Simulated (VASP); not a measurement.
# TiO3 (Pm-3m) in VASP: a series of runs

TiO3 is run at these levels: r2SCAN; tasks: relaxation of cell and atoms, single point.

Program: VASP 6.6.1. These are calculated values, not measurements. Logs are shortened: lines on timing, memory, paths and dates and some standing lists are left out, and cuts for length are marked.

## 1. The cell of the first run

Symmetry: Pm-3m, No. 221, cubic system. Conventional cell: a = 3.312 Å, b = 3.312 Å, c = 3.312 Å, α = 90.00°, β = 90.00°, γ = 90.00°. Within 3.1 Å of Ti (site symmetry m-3m) lie 12 O at 2.34 Å. Within 3.1 Å of O (site symmetry 4/mmm) lie 4 Ti at 2.34 Å and 8 O at 2.34 Å.

## 2. Relaxation of cell and atoms, r2SCAN

File POSCAR:

```
TiO3
1.0
    3.3119204885      0.0000000000      0.0000000000
    0.0000000000      3.3119204885      0.0000000000
    0.0000000000      0.0000000000      3.3119204885
Ti O
1 3
Direct
    0.0000000000      0.0000000000      0.0000000000
    0.0000000000      0.5000000000      0.5000000000
    0.5000000000      0.0000000000      0.5000000000
    0.5000000000      0.5000000000      0.0000000000
```

File INCAR.step1:

```
ALGO = Normal
EDIFF = 1E-4
ENCUT = 600
GGA = PE
ISMEAR = 0
LASPH = T
LCHARG = F
LREAL = F
LWAVE = T
NELM = 60
PREC = Accurate
SIGMA = 0.1
```

File INCAR.step2:

```
ALGO = Normal
EDIFF = 1E-6
EDIFFG = -0.04
ENCUT = 600
IBRION = 2
ISIF = 3
ISMEAR = 0
ISTART = 1
LASPH = T
LCHARG = F
LMIXTAU = T
LREAL = F
LWAVE = F
METAGGA = R2SCAN
NELM = 60
NSW = 90
PREC = Accurate
SIGMA = 0.1
```

File KPOINTS:

```
k-points
0
Gamma
  6 6 6
```

Potentials or basis: VASP PAW PBE potentials, release 64 (Ti_sv, O).

Run with:

```sh
$ cat potpaw_PBE.64/Ti_sv/POTCAR potpaw_PBE.64/O/POTCAR > POTCAR
$ cp INCAR.step1 INCAR
$ mpirun -np 1 vasp_std > vasp.out
$ cp INCAR.step2 INCAR
$ mpirun -np 1 vasp_std > vasp.out
```

OUTCAR:

```text
EDIFF = 1E-6
   EDIFFG = -0.04
   ENCUT = 600
   IBRION = 2
   ISIF = 3
   ISMEAR = 0
   ISTART = 1
   LASPH = T
   LREAL = F
   METAGGA = R2SCAN
   NELM = 60
   NSW = 90
   PREC = Accurate

 ion  position               nearest neighbor table
   1  0.000  0.000  0.000-   2 2.34   3 2.34   4 2.34   2 2.34   3 2.34   2 2.34   4 2.34   2 2.34
                             3 2.34   4 2.34   3 2.34   4 2.34
   2  0.000  0.500  0.500-   1 2.34   1 2.34   1 2.34   1 2.34
   3  0.500  0.000  0.500-   1 2.34   1 2.34   1 2.34   1 2.34
   4  0.500  0.500  0.000-   1 2.34   1 2.34   1 2.34   1 2.34

  LATTYP: Found a simple cubic cell.
 ALAT       =     3.3119204885

  Lattice vectors:

 A1 = (   3.3119204885,   0.0000000000,   0.0000000000)
 A2 = (   0.0000000000,   3.3119204885,   0.0000000000)
 A3 = (   0.0000000000,   0.0000000000,   3.3119204885)

Analysis of symmetry for initial positions (statically):
=====================================================================
 Subroutine PRICEL returns:
 Original cell was already a primitive cell.

 Routine SETGRP: Setting up the symmetry group for a
 simple cubic supercell.

 Subroutine GETGRP returns: Found 48 space group operations
 (whereof 48 operations were pure point group operations)
 out of a pool of 48 trial point group operations.

The static configuration has the point symmetry O_h .

Analysis of symmetry for dynamics (positions and initial velocities):
=====================================================================
 Subroutine PRICEL returns:
 Original cell was already a primitive cell.

 Routine SETGRP: Setting up the symmetry group for a
 simple cubic supercell.

 Subroutine GETGRP returns: Found 48 space group operations
 (whereof 48 operations were pure point group operations)
 out of a pool of 48 trial point group operations.

The dynamic configuration has the point symmetry O_h .

 Subroutine INISYM returns: Found 48 space group operations
 (whereof 48 operations are pure point group operations),
 and found     1 'primitive' translations

----------------------------------------------------------------------------------------

                                     Primitive cell

  volume of cell :      36.3279

  direct lattice vectors                    reciprocal lattice vectors
     3.311920489  0.000000000  0.000000000     0.301939616  0.000000000  0.000000000
     0.000000000  3.311920489  0.000000000     0.000000000  0.301939616  0.000000000
     0.000000000  0.000000000  3.311920489     0.000000000  0.000000000  0.301939616

  length of vectors
     3.311920489  3.311920489  3.311920489     0.301939616  0.301939616  0.301939616

  position of ions in fractional coordinates (direct lattice)
     0.000000000  0.000000000  0.000000000
     0.000000000  0.500000000  0.500000000
     0.500000000  0.000000000  0.500000000
     0.500000000  0.500000000  0.000000000

  ion indices of the primitive-cell ions
   primitive index   ion index
                 1           1
                 2           2
                 3           3
                 4           4

----------------------------------------------------------------------------------------

 KPOINTS: k-points

Automatic generation of k-mesh.
 Grid dimensions read from file:
 generate k-points for:    6    6    6

 Generating k-lattice:

  Cartesian coordinates                     Fractional coordinates (reciprocal lattice)
     0.050323269  0.000000000  0.000000000     0.166666667  0.000000000  0.000000000
     0.000000000  0.050323269  0.000000000     0.000000000  0.166666667  0.000000000
     0.000000000  0.000000000  0.050323269     0.000000000  0.000000000  0.166666667

  Length of vectors
     0.050323269  0.050323269  0.050323269

  Shift w.r.t. Gamma in fractional coordinates (k-lattice)
     0.000000000  0.000000000  0.000000000

 Subroutine IBZKPT returns following result:
 ===========================================

 Found     20 irreducible k-points:

 Following reciprocal coordinates:
            Coordinates               Weight
  0.000000  0.000000  0.000000      1.000000
  0.166667  0.000000  0.000000      6.000000
  0.333333  0.000000  0.000000      6.000000
  0.500000  0.000000  0.000000      3.000000
  0.166667  0.166667  0.000000     12.000000
  0.333333  0.166667  0.000000     24.000000
[... 12 lines left out ...]
  0.500000  0.500000  0.333333      6.000000
  0.500000  0.500000  0.500000      1.000000
   k-points           NKPTS =     20   k-points in BZ     NKDIM =     20   number of bands    NBANDS=     19
   number of dos      NEDOS =    301   number of ions     NIONS =      4
   total plane-waves  NPLWV =  21952
   dimension x,y,z NGX =    28 NGY =   28 NGZ =   28
   dimension x,y,z NGXF=    56 NGYF=   56 NGZF=   56
   ions per type =               1   3
   NGX,Y,Z   is equivalent  to a cutoff of  14.05, 14.05, 14.05 a.u.
   NGXF,Y,Z  is equivalent  to a cutoff of  28.11, 28.11, 28.11 a.u.
 SYSTEM =  unknown system
   PREC   = accura    normal or accurate (medium, high low for compatibility)
   ISTART =      1    job   : 0-new  1-cont  2-samecut
   ICHARG =      0    charge: 1-file 2-atom 10-const
   ISPIN  =      1    spin polarized calculation?
   LNONCOLLINEAR =      F non collinear calculations
   LSORBIT =      F    spin-orbit coupling
   LASPH  =      T    aspherical Exc in radial PAW
   ENCUT  =  600.0 eV  44.10 Ry    6.64 a.u.   6.61  6.61  6.61*2*pi/ulx,y,z
   NELM   =     60;   NELMIN=  2; NELMDL=  0     # of ELM steps
   EDIFF  = 0.1E-05   stopping-criterion for ELM
   LREAL  =      F    real-space projection
   EDIFFG = -.4E-01   stopping-criterion for IOM
   NSW    =     90    number of steps for IOM
   IBRION =      2    ionic relax: 0-MD 1-quasi-New 2-CG
   NFREE  =      1    steps in history (QN), initial steepest desc. (CG)
   ISIF   =      3    stress and relaxation
   ISYM   =      2    0-nonsym 1-usesym 2-fastsym
   POTIM  = 0.5000    time-step for ionic-motion
   TEBEG  =    0.0;   TEEND  =   0.0 temperature during run
   PSTRESS=    0.0 pullay stress
   NELECT =      30.0000    total number of electrons
   NUPDOWN=      -1.0000    fix difference up-down
   EMIN   =  10.00;   EMAX   =-10.00  energy-range for DOS
   EFERMI =   0.00;   METHOD = LEGACY
   ISMEAR =     0;   SIGMA  =   0.10  broadening in eV -4-tet -1-fermi 0-gaus
   EFERMI_NEDOS =   21; number of points for ismear=-14 and -15
   IALGO  =     38    algorithm
   IMIX   =      4    mixing-type and parameters
     AMIX     =   0.40;   BMIX     =  1.00
     AMIX_MAG =   1.60;   BMIX_MAG =  1.00
  volume/ion in A,a.u.               =       9.08        61.29
  Fermi-wavevector in a.u.,A,eV,Ry     =   1.535920  2.902469 32.096840  2.359051
  Thomas-Fermi vector in A             =   2.642641
   LORBIT       =      0    0 simple, 1 ext, 2 COOP (PROOUT), +10 PAW based schemes
   METAGGA = R2SCAN    functional components
   LHFCALC =     F    Hartree Fock is set to
   AEXX    =    0.0000 exact exchange contribution
   IVDW    =     0    specifies the selected vdW correction
   LEPSILON=     F    determine dielectric tensor
   LRPA    =     F    only Hartree local field effects (RPA)
 conjugate gradient relaxation of ions
 non-spin polarized calculation
 Gauss-broadening in eV      SIGMA  =   0.10
  energy-cutoff  :      600.00
  volume of cell :       36.33
 maximum number of plane-waves:      1233
 NGX is ok and might be reduce to    28
   NGX = 13   NGY = 13   NGZ = 13

--------------------------------------- Ionic step        1  -------------------------------------------

 number of electron      30.0000018 magnetization

 Free energy of the ion-electron system (eV)
  ---------------------------------------------------
  ext. energy  EPLUGINS =         0.00000000
  ---------------------------------------------------
  free energy    TOTEN  =       -34.39438844 eV

  energy without entropy =      -34.37960198  energy(sigma->0) =      -34.38699521

------------------------ aborting loop because EDIFF is reached ----------------------------------------

  FORCE on cell =-STRESS in cart. coord.  units (eV):
  Direction    XX          YY          ZZ          XY          YZ          ZX
  --------------------------------------------------------------------------------------
  -------------------------------------------------------------------------------------
  Total       -5.3034532     -5.3034532     -5.3034532      0.0000000      0.0000000      0.0000000
  in kB     -233.8996754   -233.8996754   -233.8996754      0.0000000      0.0000000      0.0000000
  external PRESSURE =    -233.8996754 kB  Pullay stress =       0.0000000 kB

 VOLUME and BASIS-vectors are now :
 -----------------------------------------------------------------------------
  energy-cutoff  :      600.00
  volume of cell :       36.33
      direct lattice vectors                 reciprocal lattice vectors
     3.311920489  0.000000000  0.000000000     0.301939616  0.000000000  0.000000000
     0.000000000  3.311920489  0.000000000     0.000000000  0.301939616  0.000000000
     0.000000000  0.000000000  3.311920489     0.000000000  0.000000000  0.301939616
[... 39 lines left out ...]
 POSITION                                       TOTAL-FORCE (eV/Angst)
 -----------------------------------------------------------------------------------
      0.00000      0.00000      0.00000         0.000000      0.000000      0.000000
      0.00000      1.55004      1.55004         0.000000      0.000000      0.000000
      1.55004      0.00000      1.55004         0.000000      0.000000      0.000000
      1.55004      1.55004      0.00000         0.000000      0.000000      0.000000
 -----------------------------------------------------------------------------------
    total drift:                               -0.000000      0.000000      0.000000

  FREE ENERGIE OF THE ION-ELECTRON SYSTEM (eV)
  ---------------------------------------------------
  free  energy   TOTEN  =       -34.5380545276 eV

  energy  without entropy=      -34.5272758116  energy(sigma->0) =      -34.53266517

--------------------------------------- Ionic step        3  -------------------------------------------

 number of electron      29.9999990 magnetization

 Free energy of the ion-electron system (eV)
  ---------------------------------------------------
  ext. energy  EPLUGINS =         0.00000000
  ---------------------------------------------------
  free energy    TOTEN  =       -34.71966873 eV

  energy without entropy =      -34.70745933  energy(sigma->0) =      -34.71356403

 E-fermi :   7.8361     XC(G=0): -13.7804

 val. band max:        7.8204667277   @ k =   0.0000   0.0000   0.0000
 cond. band min:       7.8417010416   @ k =   0.5000   0.5000   0.5000
 fundamental gap:      0.0212343139
 Fermi energy:         7.8361159398

 k-point     1 :       0.0000    0.0000    0.0000
  band No.  band energies     occupation
      1     -53.2366      2.00000
      2     -28.2664      2.00000
      3     -28.2664      2.00000
      4     -28.2664      2.00000
      5     -14.6281      2.00000
      6      -9.8020      2.00000
[... 11 lines left out ...]
     18       8.2502      0.00000
     19       8.6234      0.00000
[... 438 lines left out ...]
 POSITION                                       TOTAL-FORCE (eV/Angst)
 -----------------------------------------------------------------------------------
      0.00000      0.00000      0.00000         0.000000      0.000000      0.000000
      0.00000      1.59306      1.59306         0.000000      0.000000      0.000000
      1.59306      0.00000      1.59306         0.000000      0.000000      0.000000
      1.59306      1.59306      0.00000         0.000000      0.000000      0.000000
 -----------------------------------------------------------------------------------
    total drift:                               -0.000000      0.000000      0.000000

  FREE ENERGIE OF THE ION-ELECTRON SYSTEM (eV)
  ---------------------------------------------------
  free  energy   TOTEN  =       -34.7196687312 eV

  energy  without entropy=      -34.7074593256  energy(sigma->0) =      -34.71356403

 reached required accuracy - stopping structural energy minimisation
```

It took 83 s on 1 thread of Intel Xeon 6975P-C (Granite Rapids), shared host; peak memory 0.18 GiB.

What came out:

* Free energy: -34.7197 eV
* Relaxed volume: 8.09 Å³/atom
* Relaxed cell: a = 3.186 Å, b = 3.186 Å, c = 3.186 Å, α = 90.00°, β = 90.00°, γ = 90.00°
* Space group after relaxing (to 0.1 Å): Pm-3m (No. 221)
* Energy gained by relaxing: 81.3 meV/atom
* Ionic steps: 3
* Pressure after relaxing: -0.3 GPa
* Band gap on the k mesh: zero (bands 15 and 16 overlap by 1.39 eV)

The path:
| step | energy change (eV) | largest force (eV/Å) | pressure (GPa) | volume (Å³) |
| --- | --- | --- | --- | --- |
| 1 | 0.0000 | 0.0000 | -23.39 | 36.33 |
| 2 | -0.1437 | 0.0000 | 24.86 | 29.79 |
| 3 | -0.3253 | 0.0000 | -0.27 | 32.34 |

Final structure:
```xyz
4
Lattice="3.1861 0.0000 0.0000 0.0000 3.1861 0.0000 0.0000 0.0000 3.1861" Properties=species:S:1:pos:R:3 pbc="T T T"
Ti    0.0000    0.0000    0.0000
O     0.0000    1.5931    1.5931
O     1.5931    0.0000    1.5931
O     1.5931    1.5931    0.0000
```

Caveat: the PAW data sets were made with another functional, which shifts forces and pressure a little; semilocal functionals often make such compounds metallic where correlation or magnetic order opens a gap, which also shifts bond lengths.

## 3. Single point, r2SCAN

This run uses another cell than the first one, of 8.06 Å³/atom.

File POSCAR:

```
TiO3
1.0
    3.1829942496      0.0000000000      0.0000000000
    0.0000000000      3.1829942496      0.0000000000
    0.0000000000      0.0000000000      3.1829942496
Ti O
1 3
Direct
    0.0000000000      0.0000000000      0.0000000000
    0.0000000000      0.5000000000      0.5000000000
    0.5000000000      0.0000000000      0.5000000000
    0.5000000000      0.5000000000      0.0000000000
```

File INCAR.step1:

```
SYSTEM = TiO3
ALGO = Normal
EDIFF = 1E-4
ENCUT = 520
GGA = PE
ISMEAR = 0
LASPH = .True.
LCHARG = .False.
LREAL = .False.
LWAVE = .True.
NBANDS = 23
NELM = 80
PREC = Accurate
SIGMA = 0.1
```

File INCAR.step2:

```
SYSTEM = TiO3
ALGO = Normal
EDIFF = 1E-6
ENCUT = 520
ISIF = 2
ISMEAR = 0
ISTART = 1
LASPH = .True.
LCHARG = .True.
LELF = .True.
LMIXTAU = .True.
LREAL = .False.
LVHAR = .True.
LWAVE = .False.
METAGGA = R2SCAN
NBANDS = 23
NELM = 80
PREC = Accurate
SIGMA = 0.1
```

File KPOINTS:

```
k-points
0
Gamma
  14 14 14
  0 0 0
```

Potentials or basis: VASP PAW PBE potentials, release 64 (Ti_sv, O).

Run with:

```sh
$ cat potpaw_PBE.64/Ti_sv/POTCAR potpaw_PBE.64/O/POTCAR > POTCAR
$ cp INCAR.step1 INCAR
$ mpirun -np 1 vasp_std > vasp.out
$ cp INCAR.step2 INCAR
$ mpirun -np 1 vasp_std > vasp.out
```

Run time: 74 s. Hardware: 1 thread of Intel Xeon 6975P-C (Granite Rapids), shared host; peak memory 0.2 GiB.

The run converged. Its results:

| Quantity | Value |
| --- | --- |
| Free energy | -34.6861 eV |
| Pressure | 1.1 GPa |
| Band gap on the k mesh | zero (bands 15 and 16 overlap by 1.40 eV) |

Levels at points of the mesh, in eV from the Fermi level:
```
           k point  band 13  band 14  band 15  band 16  band 17  band 18
(0.00, 0.00, 0.00)    -2.27    -0.03    -0.03     0.42     0.42     0.42
(0.50, 0.00, 0.00)    -3.40    -2.23    -0.62    -0.62     0.88     1.23
(0.50, 0.50, 0.00)    -3.58    -2.51    -0.98     0.71     1.69     1.69
(0.50, 0.50, 0.50)     0.01     0.01     0.78     0.78     1.45     1.45
```

Caveat: the PAW data sets were made with another functional, which shifts forces and pressure a little; semilocal functionals often make such compounds metallic where correlation or magnetic order opens a gap, which also shifts bond lengths.
